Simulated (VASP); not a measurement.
# RbBr (Fm-3m) in VASP: G0W0 quasiparticle levels with PBE

Aim: the G0W0 quasiparticle levels of RbBr with PBE.

All numbers are computed with VASP 6.6.1; they aren't measurements. Logs are shortened: lines on timing, memory, paths and dates and some standing lists are left out, and cuts for length are marked.

## Step 1: The cell of the first run

Symmetry: Fm-3m, No. 225, cubic system. Conventional cell: a = 6.922 Å, b = 6.922 Å, c = 6.922 Å, α = 90.00°, β = 90.00°, γ = 90.00°. Within 4.5 Å of Rb (site symmetry m-3m) lie 6 Br at 3.46 Å. Within 4.5 Å of Br (site symmetry m-3m) lie 6 Rb at 3.46 Å.

## Step 2: G0W0 quasiparticle levels, PBE

Input file POSCAR:

```
RbBr
1.0
    0.0000000000      3.4610545825      3.4610545825
    3.4610545825      0.0000000000      3.4610545825
    3.4610545825      3.4610545825      0.0000000000
Rb Br
1 1
Direct
    0.0000000000      0.0000000000      0.0000000000
    0.5000000000      0.5000000000      0.5000000000
```

Input file INCAR.step1:

```
  PREC = Accurate
  ENCUT = 500
  EDIFF = 1E-8
  ISMEAR = 0
  SIGMA = 0.01
  LREAL = False
  LASPH = True
  NELM = 60
  ALGO = Normal
  LWAVE = True
  LCHARG = False
  GGA = PE
```

Input file INCAR.step2:

```
  PREC = Accurate
  ENCUT = 500
  EDIFF = 1E-8
  ISMEAR = 0
  SIGMA = 0.01
  LREAL = False
  LASPH = True
  NELM = 1
  ALGO = Exact
  LWAVE = True
  LCHARG = False
  GGA = PE
  NBANDS = 255
  LOPTICS = True
  ISTART = 1
```

Input file INCAR.step3:

```
  PREC = Accurate
  ENCUT = 500
  EDIFF = 1E-8
  ISMEAR = 0
  SIGMA = 0.01
  LREAL = False
  LASPH = True
  ALGO = EVGW0
  LWAVE = False
  LCHARG = False
  GGA = PE
  NELMGW = 1
  NBANDS = 255
  ENCUTGW = 120.0
  NOMEGA = 48
  PRECFOCK = Fast
  ISTART = 1
  NBANDSGW = 16
```

Input file KPOINTS:

```
regular mesh
0
Gamma
  4 4 4
```

Potentials or basis: VASP PAW PBE potentials, release 64 (Rb_sv_GW, Br_GW).

Started as:

```
$ cat potpaw_PBE.64/Rb_sv_GW/POTCAR potpaw_PBE.64/Br_GW/POTCAR > POTCAR
$ cp INCAR.step1 INCAR
$ mpirun -np 1 vasp_std > vasp.out
$ cp INCAR.step2 INCAR
$ mpirun -np 1 vasp_std > vasp.out
$ cp INCAR.step3 INCAR
$ mpirun -np 1 vasp_std > vasp.out
```

OUTCAR:

```text
PREC = Accurate
   ENCUT = 500
   EDIFF = 1E-8
   ISMEAR = 0
   LREAL = False
   LASPH = True
   GGA = PE
   NELMGW = 1
   ENCUTGW = 120.0
   PRECFOCK = Fast
   ISTART = 1

 ion  position               nearest neighbor table
   1  0.000  0.000  0.000-
   2  0.500  0.500  0.500-

  LATTYP: Found a face centered cubic cell.
 ALAT       =     6.9221091650

  Lattice vectors:

 A1 = (   0.0000000000,   3.4610545825,   3.4610545825)
 A2 = (   3.4610545825,   0.0000000000,   3.4610545825)
 A3 = (   3.4610545825,   3.4610545825,   0.0000000000)

Analysis of symmetry for initial positions (statically):
=====================================================================
 Subroutine PRICEL returns:
 Original cell was already a primitive cell.

 Routine SETGRP: Setting up the symmetry group for a
 face centered cubic supercell.

 Subroutine GETGRP returns: Found 48 space group operations
 (whereof 48 operations were pure point group operations)
 out of a pool of 48 trial point group operations.

The static configuration has the point symmetry O_h .

Analysis of symmetry for dynamics (positions and initial velocities):
=====================================================================
 Subroutine PRICEL returns:
 Original cell was already a primitive cell.

 Routine SETGRP: Setting up the symmetry group for a
 face centered cubic supercell.

 Subroutine GETGRP returns: Found 48 space group operations
 (whereof 48 operations were pure point group operations)
 out of a pool of 48 trial point group operations.

The dynamic configuration has the point symmetry O_h .

 Subroutine INISYM returns: Found 48 space group operations
 (whereof 48 operations are pure point group operations),
 and found     1 'primitive' translations

----------------------------------------------------------------------------------------

                                     Primitive cell

  volume of cell :      82.9192

  direct lattice vectors                    reciprocal lattice vectors
     0.000000000  3.461054583  3.461054583    -0.144464639  0.144464639  0.144464639
     3.461054583  0.000000000  3.461054583     0.144464639 -0.144464639  0.144464639
     3.461054583  3.461054583  0.000000000     0.144464639  0.144464639 -0.144464639

  length of vectors
     4.894670331  4.894670331  4.894670331     0.250220094  0.250220094  0.250220094

  position of ions in fractional coordinates (direct lattice)
     0.000000000  0.000000000  0.000000000
     0.500000000  0.500000000  0.500000000

  ion indices of the primitive-cell ions
   primitive index   ion index
                 1           1
                 2           2

----------------------------------------------------------------------------------------

 KPOINTS: regular mesh

Automatic generation of k-mesh.
 Grid dimensions read from file:
 generate k-points for:    4    4    4

 Generating k-lattice:

  Cartesian coordinates                     Fractional coordinates (reciprocal lattice)
    -0.036116160  0.036116160  0.036116160     0.250000000  0.000000000  0.000000000
     0.036116160 -0.036116160  0.036116160     0.000000000  0.250000000  0.000000000
     0.036116160  0.036116160 -0.036116160     0.000000000  0.000000000  0.250000000

  Length of vectors
     0.062555024  0.062555024  0.062555024

  Shift w.r.t. Gamma in fractional coordinates (k-lattice)
     0.000000000  0.000000000  0.000000000

 Subroutine IBZKPT returns following result:
 ===========================================

 Found      8 irreducible k-points:

 Following reciprocal coordinates:
            Coordinates               Weight
  0.000000  0.000000  0.000000      1.000000
  0.250000  0.000000  0.000000      8.000000
  0.500000  0.000000  0.000000      4.000000
  0.250000  0.250000  0.000000      6.000000
  0.500000  0.250000  0.000000     24.000000
 -0.250000  0.250000  0.000000     12.000000
  0.500000  0.500000  0.000000      3.000000
 -0.250000  0.500000  0.250000      6.000000
   k-points           NKPTS =      8   k-points in BZ     NKDIM =     64   number of bands    NBANDS=    255
   number of dos      NEDOS =    301   number of ions     NIONS =      2
   total plane-waves  NPLWV =  46656
   dimension x,y,z NGX =    36 NGY =   36 NGZ =   36
   dimension x,y,z NGXF=    72 NGYF=   72 NGZF=   72
   ions per type =               1   1
   NGX,Y,Z   is equivalent  to a cutoff of  12.23, 12.23, 12.23 a.u.
   NGXF,Y,Z  is equivalent  to a cutoff of  24.45, 24.45, 24.45 a.u.
 SYSTEM =  unknown system
   PREC   = accura    normal or accurate (medium, high low for compatibility)
   ISTART =      1    job   : 0-new  1-cont  2-samecut
   ICHARG =      0    charge: 1-file 2-atom 10-const
   ISPIN  =      1    spin polarized calculation?
   LNONCOLLINEAR =      F non collinear calculations
   LSORBIT =      F    spin-orbit coupling
   LASPH  =      T    aspherical Exc in radial PAW
   ENCUT  =  500.0 eV  36.75 Ry    6.06 a.u.   8.92  8.92  8.92*2*pi/ulx,y,z
   NELM   =     60;   NELMIN=  2; NELMDL=  0     # of ELM steps
   EDIFF  = 0.1E-07   stopping-criterion for ELM
   LREAL  =      F    real-space projection
   EDIFFG = 0.1E-06   stopping-criterion for IOM
   NSW    =      0    number of steps for IOM
   IBRION =     -1    ionic relax: 0-MD 1-quasi-New 2-CG
   NFREE  =      0    steps in history (QN), initial steepest desc. (CG)
   ISIF   =      0    stress and relaxation
   ISYM   =      3    0-nonsym 1-usesym 2-fastsym
   POTIM  = 0.5000    time-step for ionic-motion
   TEBEG  =    0.0;   TEEND  =   0.0 temperature during run
   PSTRESS=    0.0 pullay stress
   NELECT =      16.0000    total number of electrons
   NUPDOWN=      -1.0000    fix difference up-down
   EMIN   =  10.00;   EMAX   =-10.00  energy-range for DOS
   EFERMI =   0.00;   METHOD = LEGACY
   ISMEAR =     0;   SIGMA  =   0.01  broadening in eV -4-tet -1-fermi 0-gaus
   EFERMI_NEDOS =   21; number of points for ismear=-14 and -15
   IALGO  =     38    algorithm
   IMIX   =      4    mixing-type and parameters
     AMIX     =   0.40;   BMIX     =  1.00
     AMIX_MAG =   1.60;   BMIX_MAG =  1.00
  volume/ion in A,a.u.               =      41.46       279.78
  Fermi-wavevector in a.u.,A,eV,Ry     =   0.946011  1.787702 12.176365  0.894938
  Thomas-Fermi vector in A             =   2.073968
   LORBIT       =      0    0 simple, 1 ext, 2 COOP (PROOUT), +10 PAW based schemes
   GGA     = PE    functional components
   LHFCALC =     T    Hartree Fock is set to
   PRECFOCK=fast      Normal, Fast or Accurate (Low or Medium for compatibility)
   ENCUT4O =  -1.0   cutoff for four orbital integrals eV
   NKREDX  =     1    reduce k-point grid by
   NKREDY  =     1    reduce k-point grid by
   NKREDZ  =     1    reduce k-point grid by
   AEXX    =    1.0000 exact exchange contribution
   HFSCREEN=    0.0000 screening length (either q_TF or 0.3 A-1)
   HFSCREENC=   0.0000 screening length for correlation (either q_TF or 0.3 A-1)
   ENCUTFOCK=  -1.0 apply spherical cutoff to Coloumb kernel
   IVDW    =     0    specifies the selected vdW correction
   LEPSILON=     F    determine dielectric tensor
   LRPA    =     F    only Hartree local field effects (RPA)
   LRPAFORCE           =     F    calculate RPA forces
   ENCUTGW             = 120.0    cutoff for response function in eV
   ENCUTGWSOFT         =  96.0    soft cutoff for Coulomb kernel in GW response function in eV
   ENCUTLF             =  -1.0    cutoff for local field effects
   NELMGW              =     1    number of iterations in solving QP/BSE equation
   NELMHF              =     1    number of iterations in the inner HF iteration
   NKREDLFX            =     1    NKREDLFY  =   1   NKREDLFZ  =   1
 non-spin polarized calculation
 Gauss-broadening in eV      SIGMA  =   0.01
  energy-cutoff  :      500.00
  volume of cell :       82.92
 maximum number of plane-waves:      2148
  NGX = 20; NGY = 20; NGZ = 20
   NGX = 17   NGY = 17   NGZ = 17
 maximum number of plane-waves:       259
 NGX is ok and might be reduce to    18

 QP shifts <psi_nk| G(iteration)W_0 |psi_nk>: iteration 1
 for sc-GW calculations column KS-energies equals QP-energies in previous step
 and V_xc(KS)=  KS-energies - (<T + V_ion + V_H > + <T+V_H+V_ion>^1  + <V_x>^1)

 k-point   1 :       0.0000    0.0000    0.0000
  band No.  KS-energies  QP-energies   sigma(KS)   V_xc(KS)     V^pw_x(r,r')   Z            occupation Imag(sigma)

      1     -25.7438     -27.3205     -18.8535     -16.4848     -26.9190       0.6657       2.0000       1.0420
      2     -13.4152     -14.8803     -16.0964     -13.9896     -22.1705       0.6954       2.0000       1.2548
      3      -9.8148     -12.5608     -18.5109     -15.1329     -20.8573       0.8129       2.0000       0.1157
      4      -9.8148     -12.5608     -18.5109     -15.1329     -20.8573       0.8129       2.0000       0.1157
      5      -9.8148     -12.5608     -18.5109     -15.1329     -20.8573       0.8129       2.0000       0.1157
      6      -1.2639      -3.1764     -14.9031     -12.5034     -16.4181       0.7970       2.0000       0.0906
[... 8 lines left out ...]
     15       9.6279       9.7562      -3.9253      -4.0817      -0.6816       0.8204       0.0000      -0.1883
     16      14.3291      16.2430      -8.7050     -11.0678      -4.8053       0.8100       0.0000      -0.2295

 k-point   2 :       0.2500    0.0000    0.0000
  band No.  KS-energies  QP-energies   sigma(KS)   V_xc(KS)     V^pw_x(r,r')   Z            occupation Imag(sigma)

      1     -25.7398     -27.3180     -18.8588     -16.4917     -26.9236       0.6667       2.0000       1.0397
      2     -13.4334     -14.9027     -16.1049     -13.9741     -22.1480       0.6896       2.0000       1.2359
      3      -9.8185     -12.5601     -18.5012     -15.1252     -20.8441       0.8121       2.0000       0.1128
      4      -9.8185     -12.5601     -18.5012     -15.1252     -20.8441       0.8121       2.0000       0.1128
      5      -9.7949     -12.5103     -18.4823     -15.1386     -20.8440       0.8121       2.0000       0.1187
      6      -1.7947      -3.7660     -14.0552     -11.5696     -15.5755       0.7931       2.0000       0.0946
[... 8 lines left out ...]
     15      10.9542      12.1264      -6.6557      -8.0817      -3.0868       0.8220       0.0000      -0.1747
     16      11.7424      12.1217      -4.7128      -5.1657      -1.2457       0.8374       0.0000      -0.2897

 k-point   3 :       0.5000    0.0000    0.0000
  band No.  KS-energies  QP-energies   sigma(KS)   V_xc(KS)     V^pw_x(r,r')   Z            occupation Imag(sigma)

      1     -25.7358     -27.3177     -18.8642     -16.4987     -26.9283       0.6688       2.0000       1.0374
      2     -13.4513     -14.9272     -16.1129     -13.9590     -22.1255       0.6852       2.0000       1.2173
      3      -9.8221     -12.5591     -18.4919     -15.1177     -20.8310       0.8112       2.0000       0.1099
      4      -9.8221     -12.5591     -18.4919     -15.1177     -20.8310       0.8112       2.0000       0.1099
      5      -9.7753     -12.4634     -18.4538     -15.1439     -20.8308       0.8121       2.0000       0.1217
      6      -2.2012      -4.2445     -13.6404     -11.0610     -15.2257       0.7921       2.0000       0.1022
[... 74 lines left out ...]
      1     -25.7335     -27.3243     -18.8684     -16.5024     -26.9310       0.6724       2.0000       1.0393
      2     -13.3655     -14.8325     -16.1634     -14.0654     -22.2132       0.6992       2.0000       1.2424
      3      -9.9765     -12.7293     -18.2141     -14.8000     -20.5939       0.8063       2.0000       0.1370
      4      -9.8789     -12.6176     -18.4001     -15.0078     -20.7599       0.8074       2.0000       0.1240
      5      -9.8789     -12.6176     -18.4001     -15.0078     -20.7599       0.8074       2.0000       0.1240
      6      -1.7273      -3.7177     -14.4497     -11.9387     -16.0237       0.7926       2.0000       0.0952
[... 8 lines left out ...]
     15       9.4515      11.0653      -7.5795      -9.5329      -4.1082       0.8262       0.0000      -0.1230
     16      11.0597      11.7820      -6.2771      -7.1713      -2.5953       0.8077       0.0000      -0.2392

 k-point   8 :      -0.2500    0.5000    0.2500
  band No.  KS-energies  QP-energies   sigma(KS)   V_xc(KS)     V^pw_x(r,r')   Z            occupation Imag(sigma)

      1     -25.7334     -27.3257     -18.8683     -16.5028     -26.9312       0.6731       2.0000       1.0385
      2     -13.3900     -14.8672     -16.1532     -14.0365     -22.1876       0.6979       2.0000       1.2325
      3      -9.9276     -12.6712     -18.3058     -14.9033     -20.6753       0.8063       2.0000       0.1305
      4      -9.9276     -12.6712     -18.3058     -14.9033     -20.6753       0.8063       2.0000       0.1305
      5      -9.7997     -12.5213     -18.4942     -15.1423     -20.8465       0.8119       2.0000       0.1136
      6      -1.7265      -3.6960     -14.3320     -11.8412     -15.8892       0.7907       2.0000       0.0958
[... 8 lines left out ...]
     15       9.5927      10.7650      -7.1660      -8.5854      -3.7996       0.8259       0.0000      -0.1176
     16      10.2805      11.2928      -6.6079      -7.8495      -3.0731       0.8153       0.0000      -0.1762
```

Wall time 14 min (1 thread of Intel Xeon Platinum 8375C at 2.90GHz (Ice Lake), shared host); peak memory 1.1 GiB.

Results:

* Band gap on the k mesh, mean-field level: 4.28 eV, direct
* Quasiparticle gap: 6.79 eV
* Least direct quasiparticle gap: 6.79 eV

Levels at points of the mesh, in eV from the valence-band top:
```csv
k point,band 5,band 6,band 7,band 8,band 9,band 10,band 11,band 12
"(0.00, 0.00, 0.00)",-8.55,0.00,0.00,0.00,4.28,7.27,7.27,7.27
"(0.50, 0.00, 0.00)",-8.51,-0.94,-0.33,-0.33,6.74,7.61,9.40,9.40
"(0.50, 0.50, 0.00)",-8.62,-0.46,-0.16,-0.16,5.64,7.01,9.05,9.15
```

Caveat: bands, screening cutoff and mesh are small and nothing is extrapolated, so the quasiparticle values aren't converged.
